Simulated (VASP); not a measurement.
Runs of VASP 6.6.1 on ZrH. The structure is that of space group P4_2/mmc (No. 131), or close to it. The cells are those of the table. 

```tsv
task	cell	cutoff (eV)	gap on the mesh (eV)	pressure (GPa)
single point	a = 3.184, b = 3.184, c = 4.869 Å, 4 atoms	520	none	(a)
single point	a = 3.271, b = 3.271, c = 5.003 Å, 4 atoms	520	none	-2.4
single point	a = 3.250, b = 3.250, c = 4.970 Å, 4 atoms	520	none	-0.1
relaxation of cell and atoms	relaxed from a = 3.243, b = 3.243, c = 4.948 Å, 4 atoms	600	none	0.0
single point	a = 3.293, b = 3.293, c = 5.036 Å, 4 atoms	520	none	(b)
single point	a = 3.228, b = 3.228, c = 4.937 Å, 4 atoms	520	none	2.5
single point	a = 3.314, b = 3.314, c = 5.068 Å, 4 atoms	520	none	-6.4
```

Alike in all rows: level r2SCAN; potentials or basis VASP PAW PBE potentials, release 64 (Zr_sv, H); no spin polarisation; k mesh 10 × 10 × 7; smearing fermi-dirac 0.1 eV.

**Question.** Estimate the missing entries.

**Answer.** (a) 8.2; (b) -4.5.

Caveats: the PAW data sets were made with another functional, which shifts forces and pressure a little; the cell stands under tension (at least some runs); the cell stands under pressure (at least some runs).

A k mesh can miss the band edges, and the runs leave out spin-orbit coupling on Zr.

A gap of «none» marks levels without a gap at the run's occupations.
